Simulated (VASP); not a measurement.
# HfPdSe2 (P4/mmm) in VASP: a series of runs

The runs below take HfPdSe2 through single point, relaxation of cell and atoms, with PBE.

All numbers are computed with VASP 6.6.1; they aren't measurements. Logs are shortened: lines on timing, memory, paths and dates and some standing lists are left out, and cuts for length are marked.

## 1. The cell of the first run

The structure is tetragonal, space group P4/mmm (No. 123). The conventional cell has a = 3.768 Å, b = 3.768 Å, c = 5.841 Å, α = 90.00°, β = 90.00°, γ = 90.00°. Within 3.5 Å of Hf (site symmetry 4/mmm) lie 4 Se at 2.66 Å and 2 Pd at 2.92 Å. Pd (site symmetry 4/mmm) has 4 Se at 2.66 Å and 2 Hf at 2.92 Å within 3.5 Å. Se (site symmetry 4/mmm) has 4 Hf at 2.66 Å and 2 Se at 2.92 Å within 3.5 Å. Se (site symmetry 4/mmm) has 4 Pd at 2.66 Å and 2 Se at 2.92 Å within 3.5 Å.

The cell was generated, and may not be a known phase.

## 2. Single point, PBE

Contents of INCAR:

```
SYSTEM = HfPdSe2
ALGO     = Normal         ! electronic algorithm
EDIFF    = 1E-7           ! SCF threshold, eV
ENCUT    = 520            ! plane-wave cutoff, eV
GGA      = PE             ! functional
ISIF     = 2              ! what is computed and relaxed
ISMEAR   = 0              ! smearing method
LASPH    = .TRUE.         ! aspherical terms in the spheres
LCHARG   = .FALSE.        ! write CHGCAR
LREAL    = .FALSE.        ! projectors in reciprocal space
LWAVE    = .FALSE.        ! write WAVECAR
NBANDS   = 24             ! bands
NELM     = 80             ! most SCF steps
PREC     = Accurate       ! precision mode
SIGMA    = 0.1            ! smearing width, eV
```

Contents of KPOINTS:

```
k-points
0
G
  4 4 4
  0 0 0
```

Contents of POSCAR:

```
HfPdSe2
1.0
    3.7682318756      0.0000000000      0.0000000000
    0.0000000000      3.7682318756      0.0000000000
    0.0000000000      0.0000000000      5.8407331739
Hf Pd Se
1 1 2
Direct
    0.5000000000      0.5000000000      0.5000000000
    0.5000000000      0.5000000000      0.0000000000
    0.0000000000      0.0000000000      0.5000000000
    0.0000000000      0.0000000000      0.0000000000
```

Potentials or basis: VASP PAW PBE potentials, release 64 (Hf_pv, Pd, Se).

Started as:

```sh
cat potpaw_PBE.64/Hf_pv/POTCAR potpaw_PBE.64/Pd/POTCAR potpaw_PBE.64/Se/POTCAR > POTCAR
mpirun -np 1 vasp_std > vasp.out
```

OUTCAR:

```text
SYSTEM = HfPdSe2
   EDIFF = 1E-7
   ENCUT = 520
   GGA = PE
   ISIF = 2
   ISMEAR = 0
   LASPH = .TRUE.
   LREAL = .FALSE.
   NELM = 80
   PREC = Accurate

 ion  position               nearest neighbor table
   1  0.500  0.500  0.500-   3 2.66   3 2.66   3 2.66   3 2.66   2 2.92   2 2.92
   2  0.500  0.500  0.000-   4 2.66   4 2.66   4 2.66   4 2.66   1 2.92   1 2.92
   3  0.000  0.000  0.500-   1 2.66   1 2.66   1 2.66   1 2.66
   4  0.000  0.000  0.000-   2 2.66   2 2.66   2 2.66   2 2.66

  LATTYP: Found a simple tetragonal cell.
 ALAT       =     3.7682318756
 C/A-ratio  =     1.5499930383

  Lattice vectors:

 A1 = (   3.7682318756,   0.0000000000,   0.0000000000)
 A2 = (   0.0000000000,   3.7682318756,   0.0000000000)
 A3 = (   0.0000000000,   0.0000000000,   5.8407331739)

Analysis of symmetry for initial positions (statically):
=====================================================================
 Subroutine PRICEL returns:
 Original cell was already a primitive cell.

 Routine SETGRP: Setting up the symmetry group for a
 simple tetragonal supercell.

 Subroutine GETGRP returns: Found 16 space group operations
 (whereof 16 operations were pure point group operations)
 out of a pool of 16 trial point group operations.

The static configuration has the point symmetry D_4h.

Analysis of symmetry for dynamics (positions and initial velocities):
=====================================================================
 Subroutine PRICEL returns:
 Original cell was already a primitive cell.

 Routine SETGRP: Setting up the symmetry group for a
 simple tetragonal supercell.

 Subroutine GETGRP returns: Found 16 space group operations
 (whereof 16 operations were pure point group operations)
 out of a pool of 16 trial point group operations.

The dynamic configuration has the point symmetry D_4h.

 Subroutine INISYM returns: Found 16 space group operations
 (whereof 16 operations are pure point group operations),
 and found     1 'primitive' translations

----------------------------------------------------------------------------------------

                                     Primitive cell

  volume of cell :      82.9359

  direct lattice vectors                    reciprocal lattice vectors
     3.768231876  0.000000000  0.000000000     0.265376451  0.000000000  0.000000000
     0.000000000  3.768231876  0.000000000     0.000000000  0.265376451  0.000000000
     0.000000000  0.000000000  5.840733174     0.000000000  0.000000000  0.171211382

  length of vectors
     3.768231876  3.768231876  5.840733174     0.265376451  0.265376451  0.171211382

  position of ions in fractional coordinates (direct lattice)
     0.500000000  0.500000000  0.500000000
     0.500000000  0.500000000  0.000000000
     0.000000000  0.000000000  0.500000000
     0.000000000  0.000000000  0.000000000

  ion indices of the primitive-cell ions
   primitive index   ion index
                 1           1
                 2           2
                 3           3
                 4           4

----------------------------------------------------------------------------------------

 KPOINTS: k-points

Automatic generation of k-mesh.
 Grid dimensions read from file:
 generate k-points for:    4    4    4

 Generating k-lattice:

  Cartesian coordinates                     Fractional coordinates (reciprocal lattice)
     0.066344113  0.000000000  0.000000000     0.250000000  0.000000000  0.000000000
     0.000000000  0.066344113  0.000000000     0.000000000  0.250000000  0.000000000
     0.000000000  0.000000000  0.042802846     0.000000000  0.000000000  0.250000000

  Length of vectors
     0.066344113  0.066344113  0.042802846

  Shift w.r.t. Gamma in fractional coordinates (k-lattice)
     0.000000000  0.000000000  0.000000000

 Subroutine IBZKPT returns following result:
 ===========================================

 Found     18 irreducible k-points:

 Following reciprocal coordinates:
            Coordinates               Weight
  0.000000  0.000000  0.000000      1.000000
  0.250000  0.000000  0.000000      4.000000
  0.500000  0.000000  0.000000      2.000000
  0.250000  0.250000  0.000000      4.000000
  0.500000  0.250000  0.000000      4.000000
  0.500000  0.500000  0.000000      1.000000
[... 10 lines left out ...]
  0.500000  0.250000  0.500000      4.000000
  0.500000  0.500000  0.500000      1.000000
   k-points           NKPTS =     18   k-points in BZ     NKDIM =     18   number of bands    NBANDS=     24
   number of dos      NEDOS =    301   number of ions     NIONS =      4
   total plane-waves  NPLWV =  37632
   dimension x,y,z NGX =    28 NGY =   28 NGZ =   48
   dimension x,y,z NGXF=    56 NGYF=   56 NGZF=   96
   ions per type =               1   1   2
   NGX,Y,Z   is equivalent  to a cutoff of  12.35, 12.35, 13.66 a.u.
   NGXF,Y,Z  is equivalent  to a cutoff of  24.71, 24.71, 27.32 a.u.
 SYSTEM =  HfPdSe2
   PREC   = accura    normal or accurate (medium, high low for compatibility)
   ISTART =      0    job   : 0-new  1-cont  2-samecut
   ICHARG =      2    charge: 1-file 2-atom 10-const
   ISPIN  =      1    spin polarized calculation?
   LNONCOLLINEAR =      F non collinear calculations
   LSORBIT =      F    spin-orbit coupling
   LASPH  =      T    aspherical Exc in radial PAW
   ENCUT  =  520.0 eV  38.22 Ry    6.18 a.u.   7.01  7.01 10.86*2*pi/ulx,y,z
   NELM   =     80;   NELMIN=  2; NELMDL= -5     # of ELM steps
   EDIFF  = 0.1E-06   stopping-criterion for ELM
   LREAL  =      F    real-space projection
   EDIFFG = 0.1E-05   stopping-criterion for IOM
   NSW    =      0    number of steps for IOM
   IBRION =     -1    ionic relax: 0-MD 1-quasi-New 2-CG
   NFREE  =      0    steps in history (QN), initial steepest desc. (CG)
   ISIF   =      2    stress and relaxation
   ISYM   =      2    0-nonsym 1-usesym 2-fastsym
   POTIM  = 0.5000    time-step for ionic-motion
   TEBEG  =    0.0;   TEEND  =   0.0 temperature during run
   PSTRESS=    0.0 pullay stress
   NELECT =      32.0000    total number of electrons
   NUPDOWN=      -1.0000    fix difference up-down
   EMIN   =  10.00;   EMAX   =-10.00  energy-range for DOS
   EFERMI =   0.00;   METHOD = LEGACY
   ISMEAR =     0;   SIGMA  =   0.10  broadening in eV -4-tet -1-fermi 0-gaus
   EFERMI_NEDOS =   21; number of points for ismear=-14 and -15
   IALGO  =     38    algorithm
   IMIX   =      4    mixing-type and parameters
     AMIX     =   0.40;   BMIX     =  1.00
     AMIX_MAG =   1.60;   BMIX_MAG =  1.00
  volume/ion in A,a.u.               =      20.73       139.92
  Fermi-wavevector in a.u.,A,eV,Ry     =   1.191820  2.252213 19.326186  1.420435
  Thomas-Fermi vector in A             =   2.327873
   LORBIT       =      0    0 simple, 1 ext, 2 COOP (PROOUT), +10 PAW based schemes
   GGA     = PE    functional components
   LHFCALC =     F    Hartree Fock is set to
   AEXX    =    0.0000 exact exchange contribution
   IVDW    =     0    specifies the selected vdW correction
   LEPSILON=     F    determine dielectric tensor
   LRPA    =     F    only Hartree local field effects (RPA)
 non-spin polarized calculation
 Gauss-broadening in eV      SIGMA  =   0.10
  energy-cutoff  :      520.00
  volume of cell :       82.94
 maximum number of plane-waves:      2256
   NGX = 15   NGY = 15   NGZ = 21

 number of electron      31.9999998 magnetization

 Free energy of the ion-electron system (eV)
  ---------------------------------------------------
  ext. energy  EPLUGINS =         0.00000000
  ---------------------------------------------------
  free energy    TOTEN  =       -23.25130940 eV

  energy without entropy =      -23.23151872  energy(sigma->0) =      -23.24141406

 E-fermi :   6.1399     XC(G=0): -10.8154

 val. band max:        6.1206029872   @ k =   0.2500   0.2500   0.5000
 cond. band min:       6.1661355929   @ k =   0.2500   0.0000   0.2500
 fundamental gap:      0.0455326057
 Fermi energy:         6.1399001264

 k-point     1 :       0.0000    0.0000    0.0000
  band No.  band energies     occupation
      1     -25.8834      2.00000
      2     -25.8834      2.00000
      3     -25.8477      2.00000
      4      -9.2110      2.00000
      5      -7.0871      2.00000
      6      -0.0669      2.00000
[... 16 lines left out ...]
     23      10.5025      0.00000
     24      12.4471      0.00000

 k-point     2 :       0.2500    0.0000    0.0000
  band No.  band energies     occupation
      1     -25.9317      2.00000
      2     -25.8759      2.00000
      3     -25.8442      2.00000
      4      -8.8138      2.00000
      5      -6.7757      2.00000
      6      -0.1131      2.00000
[... 16 lines left out ...]
     23      10.2303      0.00000
     24      12.8138      0.00000

 k-point     3 :       0.5000    0.0000    0.0000
  band No.  band energies     occupation
      1     -25.9794      2.00000
      2     -25.8684      2.00000
      3     -25.8408      2.00000
      4      -8.3424      2.00000
      5      -6.4035      2.00000
      6      -1.3724      2.00000
[... 16 lines left out ...]
     23      12.3418      0.00000
     24      12.5891      0.00000

 k-point     4 :       0.2500    0.2500    0.0000
  band No.  band energies     occupation
      1     -25.9245      2.00000
      2     -25.9201      2.00000
      3     -25.8410      2.00000
      4      -8.6176      2.00000
      5      -6.6101      2.00000
      6      -0.1782      2.00000
[... 16 lines left out ...]
     23      11.7153      0.00000
     24      13.2083      0.00000

 k-point     5 :       0.5000    0.2500    0.0000
  band No.  band energies     occupation
      1     -25.9682      2.00000
      2     -25.9129      2.00000
      3     -25.8377      2.00000
      4      -8.4139      2.00000
      5      -6.4372      2.00000
      6      -0.5322      2.00000
[... 289 lines left out ...]
 k-point    16 :       0.2500    0.2500    0.5000
  band No.  band energies     occupation
      1     -25.9246      2.00000
      2     -25.9201      2.00000
      3     -25.8451      2.00000
      4      -8.2705      2.00000
      5      -7.2539      2.00000
      6       0.1433      2.00000
[... 16 lines left out ...]
     23      13.5689      0.00000
     24      13.8063      0.00000

 k-point    17 :       0.5000    0.2500    0.5000
  band No.  band energies     occupation
      1     -25.9683      2.00000
      2     -25.9130      2.00000
      3     -25.8418      2.00000
      4      -8.0779      2.00000
      5      -7.0615      2.00000
      6      -0.1500      2.00000
[... 16 lines left out ...]
     23      10.1546      0.00000
     24      13.7930      0.00000

 k-point    18 :       0.5000    0.5000    0.5000
  band No.  band energies     occupation
      1     -25.9570      2.00000
      2     -25.9570      2.00000
      3     -25.8387      2.00000
      4      -8.2026      2.00000
      5      -7.0070      2.00000
      6       1.0382      2.00000
[... 16 lines left out ...]
     23       9.3822      0.00000
     24      13.6404      0.00000

------------------------ aborting loop because EDIFF is reached ----------------------------------------

  FORCE on cell =-STRESS in cart. coord.  units (eV):
  Direction    XX          YY          ZZ          XY          YZ          ZX
  --------------------------------------------------------------------------------------
  -------------------------------------------------------------------------------------
  Total       -0.2828090     -0.2828090     -0.0447674      0.0000000      0.0000000      0.0000000
  in kB       -5.4633776     -5.4633776     -0.8648280      0.0000000      0.0000000      0.0000000
  external PRESSURE =      -3.9305278 kB  Pullay stress =       0.0000000 kB

 VOLUME and BASIS-vectors are now :
 -----------------------------------------------------------------------------
  energy-cutoff  :      520.00
  volume of cell :       82.94
      direct lattice vectors                 reciprocal lattice vectors
     3.768231876  0.000000000  0.000000000     0.265376451  0.000000000  0.000000000
     0.000000000  3.768231876  0.000000000     0.000000000  0.265376451  0.000000000
     0.000000000  0.000000000  5.840733174     0.000000000  0.000000000  0.171211382

 POSITION                                       TOTAL-FORCE (eV/Angst)
 -----------------------------------------------------------------------------------
      1.88412      1.88412      2.92037         0.000000      0.000000      0.000000
      1.88412      1.88412      0.00000         0.000000      0.000000      0.000000
      0.00000      0.00000      2.92037         0.000000      0.000000      0.000000
      0.00000      0.00000      0.00000         0.000000      0.000000      0.000000
 -----------------------------------------------------------------------------------
    total drift:                                0.000000      0.000000      0.000000

  FREE ENERGIE OF THE ION-ELECTRON SYSTEM (eV)
  ---------------------------------------------------
  free  energy   TOTEN  =       -23.2513093983 eV

  energy  without entropy=      -23.2315187241  energy(sigma->0) =      -23.24141406
```

Run time: 60 s. Hardware: 1 thread of Intel Xeon Platinum 8488C (Sapphire Rapids), shared host; peak memory 0.2 GiB.

What came out:

```yaml
Free_energy: -23.2513 eV
Pressure: -0.4 GPa
Band_gap_on_the_k_mesh: zero (bands 16 and 17 overlap by 2.89 eV)
```

Stress tensor (GPa, compression positive):
```
-0.55  0.00  0.00
 0.00 -0.55  0.00
 0.00  0.00 -0.09
```

Caveat: the k points lie up to 0.42 Å⁻¹ apart, too coarse for converged energies and pressures of a metal; spin-orbit coupling is left out, which moves the levels of the heavy elements.

## 3. Single point, PBE

This run uses another cell than the first one, of 27.85 Å³/atom.

Contents of INCAR:

```
PREC = Accurate
ENCUT = 520
EDIFF = 1E-6
ISMEAR = 0
SIGMA = 0.1
LREAL = F
LASPH = T
NELM = 60
ALGO = Normal
ISIF = 2
LWAVE = F
LCHARG = T
GGA = PE
LELF = T
LVHAR = T
NBANDS = 24
```

Contents of KPOINTS:

```
Automatic mesh
0
Gamma
  4 4 4
```

Contents of POSCAR:

```
HfPdSe2
1.0
    4.0259567700      0.0000000000      0.0000000000
    0.0000000000      4.0259567700      0.0000000000
    0.0000000000      0.0000000000      6.8727889300
Hf Pd Se
1 1 2
Direct
    0.5000000000      0.5000000000      0.5000000000
    0.5000000000      0.5000000000      0.0000000000
    0.0000000000      0.0000000000      0.5000000000
    0.0000000000      0.0000000000      0.0000000000
```

Potentials or basis: VASP PAW PBE potentials, release 64 (Hf_pv, Pd, Se).

Started as:

```sh
cat potpaw_PBE.64/Hf_pv/POTCAR potpaw_PBE.64/Pd/POTCAR potpaw_PBE.64/Se/POTCAR > POTCAR
mpirun -np 1 vasp_std > vasp.out
```

Run time: 94 s. Hardware: 1 thread of Intel Xeon Platinum 8488C (Sapphire Rapids), shared host; peak memory 0.23 GiB.

It converged, with:

```yaml
Free_energy: -21.8202 eV
Pressure: -13.1 GPa
Band_gap_on_the_k_mesh: zero (bands 16 and 17 overlap by 2.46 eV)
```

Stress tensor (GPa, compression positive):
```
-15.74   0.00   0.00
  0.00 -15.74   0.00
  0.00   0.00  -7.81
```

Levels at points of the mesh, in eV from the Fermi level:
```
           k point  band 12  band 13  band 14  band 15  band 16  band 17  band 18  band 19  band 20  band 21
(0.00, 0.00, 0.00)    -1.69    -1.69    -1.44    -1.12    -1.12    -0.37    -0.08     0.30     0.91     0.99
(0.50, 0.00, 0.00)    -1.69    -1.64    -1.30     0.19     1.20     1.33     1.36     1.59     1.63     2.05
(0.50, 0.50, 0.00)    -2.04    -2.04    -1.32    -1.26    -0.37     0.06     0.06     0.38     0.85     1.95
(0.00, 0.00, 0.50)    -1.60    -1.60    -1.60    -1.48    -1.25    -1.25     0.14     0.29     0.97     0.97
(0.50, 0.00, 0.50)    -1.91    -1.60    -1.25    -0.34    -0.33     1.07     1.33     1.61     1.77     3.64
(0.50, 0.50, 0.50)    -1.80    -1.80    -1.32    -1.24    -1.15    -0.37     0.06     0.06     0.87     0.91
```

Caveat: the k points lie up to 0.39 Å⁻¹ apart, too coarse for converged energies and pressures of a metal; spin-orbit coupling is left out, which moves the levels of the heavy elements.

## 4. Single point, PBE, collinear spin

Contents of INCAR:

```
PREC = Accurate
ENCUT = 520
EDIFF = 1E-7
ISMEAR = 0
SIGMA = 0.1
LREAL = F
LASPH = T
NELM = 150
ALGO = Normal
ISIF = 2
LWAVE = F
LCHARG = F
ISPIN = 2
MAGMOM = 0 1 0 0
LORBIT = 11
LMAXMIX = 4
GGA = PE
NBANDS = 28
```

Contents of KPOINTS:

```
regular mesh
0
Gamma
  4 4 4
```

Contents of POSCAR:

```
HfPdSe2
1.0
    3.7682318756      0.0000000000      0.0000000000
    0.0000000000      3.7682318756      0.0000000000
    0.0000000000      0.0000000000      5.8407331739
Hf Pd Se
1 1 2
Direct
    0.5000000000      0.5000000000      0.5000000000
    0.5000000000      0.5000000000      0.0000000000
    0.0000000000      0.0000000000      0.5000000000
    0.0000000000      0.0000000000      0.0000000000
```

Started as:

```sh
cat potpaw_PBE.64/Hf_pv/POTCAR potpaw_PBE.64/Pd/POTCAR potpaw_PBE.64/Se/POTCAR > POTCAR
mpirun -np 1 vasp_std > vasp.out
```

Run time: 2.1 min. Hardware: 1 thread of Intel Xeon Platinum 8488C (Sapphire Rapids), shared host; peak memory 0.25 GiB.

It converged, with:

| Quantity | Value |
| --- | --- |
| Free energy | -23.2513 eV |
| Pressure | -0.4 GPa |
| Band gap on the k mesh | zero (filled and empty bands overlap) |
| Net moment | 0.00 μB per cell |
| Valence electrons inside the program's atomic spheres | Hf 8.12; Pd 9.36; Se 3.94, 3.73 |

Stress tensor (GPa, compression positive):
```
-0.54  0.00  0.00
 0.00 -0.54  0.00
 0.00  0.00 -0.08
```

Levels at points of the mesh, in eV from the Fermi level:
Spin up:
```tsv
k point	band 12	band 13	band 14	band 15	band 16	band 17	band 18	band 19	band 20	band 21
(0.00, 0.00, 0.00)	-2.79	-2.73	-1.89	-1.48	-1.48	-0.19	0.48	1.27	1.55	1.55
(0.50, 0.00, 0.00)	-2.68	-2.26	-1.96	0.71	0.86	1.91	1.96	1.97	2.99	3.17
(0.50, 0.50, 0.00)	-3.39	-3.39	-1.96	-1.66	-0.76	0.30	0.30	1.51	1.82	2.82
(0.00, 0.00, 0.50)	-2.32	-2.32	-2.12	-2.11	-2.11	-2.04	0.43	0.46	1.08	1.45
(0.50, 0.00, 0.50)	-2.92	-2.53	-1.91	-0.78	-0.60	1.31	1.87	1.95	1.95	4.16
(0.50, 0.50, 0.50)	-2.68	-2.68	-1.96	-1.93	-1.46	-0.38	0.28	0.28	0.44	1.46
```
Spin down:
```
           k point  band 13  band 14  band 15  band 16  band 17  band 18  band 19  band 20
(0.00, 0.00, 0.00)    -2.73    -1.89    -1.48    -1.48    -0.19     0.48     1.27     1.55
(0.50, 0.00, 0.00)    -2.26    -1.96     0.70     0.85     1.91     1.96     1.97     2.99
(0.50, 0.50, 0.00)    -3.39    -1.96    -1.66    -0.76     0.30     0.30     1.51     1.82
(0.00, 0.00, 0.50)    -2.32    -2.12    -2.11    -2.11    -2.04     0.43     0.46     1.08
(0.50, 0.00, 0.50)    -2.53    -1.91    -0.78    -0.60     1.31     1.87     1.95     1.95
(0.50, 0.50, 0.50)    -2.68    -1.96    -1.93    -1.46    -0.38     0.28     0.28     0.44
```

Caveat: the k points lie up to 0.42 Å⁻¹ apart, too coarse for converged energies and pressures of a metal; spin-orbit coupling is left out, which moves the levels of the heavy elements.

(Part 1 of 2 ends here.)

The gap in the log of VASP goes by the Fermi energy; the results here count the filled bands.